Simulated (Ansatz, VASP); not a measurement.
BP: VASP beside Ansatz

File INCAR:

```
PREC = Accurate ; ENCUT = 500
EDIFF = 1E-6 ; ISMEAR = 0
SIGMA = 0.01 ; LREAL = F
LASPH = T ; NELM = 120
ALGO = Normal ; ISIF = 2
LWAVE = F ; LCHARG = F
GGA = PE ; NBANDS = 11
GGA_COMPAT = F
```

KPOINTS

```
regular mesh
0
Gamma
  10 10 10
```

File POSCAR:

```
BP
1.0
    0.0000000000      2.2740963968      2.2740963968
    2.2740963968      0.0000000000      2.2740963968
    2.2740963968      2.2740963968      0.0000000000
B P
1 1
Direct
    0.0000000000      0.0000000000      0.0000000000
    0.2500000000      0.2500000000      0.2500000000
```

Input for Ansatz:

```yaml
crystal:
  lattice:
    - [0.0, 2.2740963414, 2.2740963414]
    - [2.2740963414, 0.0, 2.2740963414]
    - [2.2740963414, 2.2740963414, 0.0]
  atoms:
    - { symbol: B, position: [0.0, 0.0, 0.0] }
    - { symbol: P, position: [0.25, 0.25, 0.25] }
basis:
  ecutwfc: 420
  xc_grid: 2
kpoints:
  mp_grid: { grid: [10, 10, 10] }
  band_path: { path: [VBM, CBM], npoints: 2 }
hamiltonian:
  xc: pbe
scf:
  occupations: { method: gaussian, width: 0.01 }
output:
  forces: true
  stress: true
  eigenvalues: true
```

Alike in both runs: task single point; functional PBE; k mesh 10 × 10 × 10; occupations gaussian, width 0.01 eV; no spin polarisation.

|  | VASP | Ansatz |
| --- | --- | --- |
| version | VASP 6.6.1 | Ansatz 0.2.0 |
| potentials or method | VASP PAW PBE potentials, release 64 (B, P), cutoff 500 eV | scalar-relativistic, plane waves, PAW |
| valence electrons in the cell | 8 | 8 |

```tsv
	VASP	Ansatz	Ansatz less VASP
gap on the k mesh at the Fermi level (eV)	1.25	1.25	+0.004
least direct gap on the mesh (eV)	3.39	3.39	+0.003
pressure (GPa)	-0.2	0.0	+0.23
```

The functional is the same, so the differences come from potentials, cutoffs and numerics.
